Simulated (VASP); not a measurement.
BN: single point with PBEsol

Crystal: BN.

```
B N
1.0
     2.78310    0.00000    0.00000
    -1.39155    2.41024    0.00000
     0.00000    0.00000    4.38456
B N
2 2
Direct
  0.33333 0.66667 0.95161
  0.66667 0.33333 0.45161
  0.33333 0.66667 0.42339
  0.66667 0.33333 0.92339
```

This cell differs from its parent crystal: Ga replaced by B, lengths x 0.882, strained.

```json
{"Program": "VASP 6.6.1", "Task": "single point", "Functional": "PBEsol", "Potentials or basis": "VASP PAW PBE potentials, release 64 (B, N)", "Cutoff": "600 eV", "k mesh": "9 × 9 × 6", "Occupations": "gaussian, width 0.02 eV", "Spin": "no spin polarisation", "Dipole correction": "no", "Further INCAR settings": "ALGO = Normal; EDIFF = 1e-06; NBANDS = 16"}
```

```json
{
 "Pressure": "-47.5 GPa",
 "Largest force": "1.353 eV/Å",
 "Band gap on the k mesh": "2.88 eV (least direct gap 4.20 eV)"
}
```

Forces in eV/Å, atoms in the order of the input:
```
B    0.000  0.000  1.353
B    0.000  0.000  1.353
N    0.000  0.000 -1.353
N    0.000  0.000 -1.353
```

Stress tensor (GPa, compression positive):
```
-76.58   0.00   0.00
  0.00 -76.58   0.00
  0.00   0.00  10.55
```

Levels at points of the mesh, in eV from the valence-band top:
```tsv
k point	band 5	band 6	band 7	band 8	band 9	band 10	band 11	band 12
(0.00, 0.00, 0.00)	-4.31	-2.89	-2.89	0.00	4.20	5.37	5.92	5.92
(0.00, 0.00, 0.50)	-3.64	-3.64	-3.64	-3.64	4.92	4.92	6.77	6.77
```

Wall time 22 s on 1 thread of AMD EPYC 7R43 64-Core Processor (Zen 3), with other jobs on the host, peak memory 0.12 GiB.

Caveat: the cell differs from its parent crystal (Ga replaced by B, lengths x 0.882, strained); the stress differs along the axes, from -77 to 11 GPa; the PAW data sets were made with another functional, which shifts forces and pressure a little. A k mesh can miss the band edges.
